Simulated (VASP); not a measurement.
Runs of VASP 6.6.1 on AlNi. The structure is that of space group Pm-3m (No. 221), or close to it. The cells are those of the table. 

```csv
task,cell,k mesh,cutoff (eV),smearing,gap on the mesh (eV),pressure (GPa)
single point,"a = 2.955 Å, 2 atoms",14 × 14 × 14,520,gaussian 0.1 eV,none,(a)
single point,"a = 2.862 Å, 2 atoms",14 × 14 × 14,520,gaussian 0.1 eV,none,0.2
single point,"a = 2.862 Å, 2 atoms",20 × 20 × 20,520,gaussian 0.15 eV,none,0.2
single point,"a = 2.743 Å, 2 atoms",14 × 14 × 14,520,gaussian 0.1 eV,none,29.3
single point,"a = 2.804 Å, 2 atoms",14 × 14 × 14,520,gaussian 0.1 eV,none,12.1
relaxation of cell and atoms,"relaxed from a = 2.881 Å, 2 atoms",14 × 14 × 14,600,gaussian 0.1 eV,none,0.0
single point,"a = 2.881 Å, 2 atoms",14 × 14 × 14,520,gaussian 0.1 eV,none,-3.1
```

Alike in all rows: level PBEsol; potentials or basis VASP PAW PBE potentials, release 64 (Al, Ni); no spin polarisation.

Estimate the missing entries.

(a) -13.3.

Caveats: the PAW data sets were made with another functional, which shifts forces and pressure a little.

A gap of «none» marks levels without a gap at the run's occupations.
